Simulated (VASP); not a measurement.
A run of VASP 6.6.1 is set up as follows.

Contents of POSCAR:

```
Li
1.0
    0.0000000000      2.9689105632      2.9689105632
    2.9689105632      0.0000000000      2.9689105632
    2.9689105632      2.9689105632      0.0000000000
Li
2
Direct
    0.1250000000      0.1250000000      0.1250000000
    0.8750000000      0.8750000000      0.8750000000
```

File INCAR.step1:

```
PREC     = Accurate       # precision mode
ENCUT    = 520            # plane-wave cutoff, eV
EDIFF    = 1E-5           # SCF threshold, eV
ISMEAR   = -1             # smearing method
SIGMA    = 0.1            # smearing width, eV
LREAL    = F              # projectors in reciprocal space
LASPH    = T              # aspherical terms in the spheres
NELM     = 60             # most SCF steps
ALGO     = Normal         # electronic algorithm
ISIF     = 2              # what is computed and relaxed
LWAVE    = T              # write WAVECAR
LCHARG   = F              # write CHGCAR
GGA      = PE             # functional
NBANDS   = 10             # bands
```

INCAR.step2

```
PREC     = Accurate       # precision mode
ENCUT    = 520            # plane-wave cutoff, eV
EDIFF    = 1E-6           # SCF threshold, eV
ISMEAR   = -1             # smearing method
SIGMA    = 0.1            # smearing width, eV
LREAL    = F              # projectors in reciprocal space
LASPH    = T              # aspherical terms in the spheres
NELM     = 60             # most SCF steps
ALGO     = Normal         # electronic algorithm
ISIF     = 2              # what is computed and relaxed
LWAVE    = F              # write WAVECAR
LCHARG   = F              # write CHGCAR
METAGGA  = R2SCAN         # meta-GGA
LHFCALC  = T              # exact exchange
AEXX     = 0.25           # exact-exchange fraction
LMIXTAU  = T            
PRECFOCK = Normal       
ISTART   = 1            
NBANDS   = 10             # bands
```

The input KPOINTS:

```
Automatic mesh
0
Gamma
  5 5 5
```

Potentials or basis: VASP PAW PBE potentials, release 64 (Li_sv).

Run with:

```console
$ cat potpaw_PBE.64/Li_sv/POTCAR > POTCAR
$ cp INCAR.step1 INCAR
$ mpirun -np 1 vasp_std > vasp.out
$ cp INCAR.step2 INCAR
$ mpirun -np 1 vasp_std > vasp.out
```

Question: What does it give for the band gap on the k mesh?

Answer: Zero (bands 3 and 4 overlap by 0.36 eV).

Caveat: the k points lie up to 0.37 Å⁻¹ apart.
